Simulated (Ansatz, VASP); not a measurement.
# One calculation of As, two programs

```
As
1.0
     2.70360    0.00000    0.00000
     0.00000    2.70360    0.00000
     0.00000    0.00000    2.70362
As
1
Direct
  0.00000 0.00000 0.00000
```

Alike in both runs: functional PBEsol; k mesh 8 × 8 × 8; occupations gaussian, width 0.1 eV; no spin polarisation.

Ansatz relaxed the structure, and its values are those at the end. VASP's run is a single point on that final structure, the one shown.

|  | VASP | Ansatz |
| --- | --- | --- |
| version | VASP 6.6.1 | Ansatz 0.2.0 |
| potentials or method | VASP PAW PBE potentials, release 64 (As), cutoff 520 eV | scalar-relativistic, plane waves, PAW |
| valence electrons in the cell | 5 | 15 |

```tsv
	VASP	Ansatz	Ansatz less VASP
gap on the k mesh at the Fermi level (eV)	none	none	-
pressure (GPa)	-0.1	-0.5	-0.32
```

VASP's potentials were made for PBE, not for PBEsol. A gap of «none» marks a metal or a gap that the smearing closes. VASP's potentials hold 5 valence electrons a cell and Ansatz's 15, so a difference there can come from the potentials and not from the codes. Ansatz's warnings: near symmetry operations not taken.
